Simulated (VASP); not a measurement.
Set up this calculation in VASP 6.6.1, as the native input.

```yaml
Task: single point
Functional: LDA
Potentials_or_basis: VASP PAW LDA potentials, release 64 (Sn_d, Se)
Cutoff: 500 eV
k_mesh: 3 × 3 × 3
Occupations: gaussian, width 0.01 eV
Spin: no spin polarisation
Dipole_correction: no
Further_INCAR_settings: ALGO = Normal; EDIFF = 1e-06; NBANDS = 17
```

The structure of SnSe lies in POSCAR:

```
SnSe
1.0
    0.0000000000      3.0100000000      3.0100000000
    3.0100000000      0.0000000000      3.0100000000
    3.0100000000      3.0100000000      0.0000000000
Sn Se
1 1
Direct
    0.0000000000      0.0000000000      0.0000000000
    0.4958471761      0.5041528239      0.5041528239
```

These files were run (other wordings do the same):

INCAR

```
SYSTEM = SnSe
PREC = Accurate
ENCUT = 500
EDIFF = 1E-6
ISMEAR = 0
SIGMA = 0.01
LREAL = .False.
LASPH = .True.
NELM = 120
ALGO = Normal
ISIF = 2
LWAVE = .False.
LCHARG = .False.
GGA = CA
NBANDS = 17
GGA_COMPAT = .False.
```

KPOINTS

```
regular mesh
0
Gamma
  3 3 3
  0 0 0
```

Potentials or basis: VASP PAW LDA potentials, release 64 (Sn_d, Se).

Launch:

```sh
$ cat potpaw_LDA.64/Sn_d/POTCAR potpaw_LDA.64/Se/POTCAR > POTCAR
$ mpirun -np 1 vasp_std > vasp.out
```

Results of the run:

```
Pressure               : -4.8 GPa
Largest force          : 0.017 eV/Å
Band gap on the k mesh : 1.98 eV, direct
```

Caveat: the k points lie up to 0.60 Å⁻¹ apart; spin-orbit coupling is left out, which moves the levels of the heavy elements.

Run time: 3.2 s on 1 thread of Intel(R) Xeon(R) 6975P-C (Granite Rapids), on a shared host, peak memory 0.14 GiB.
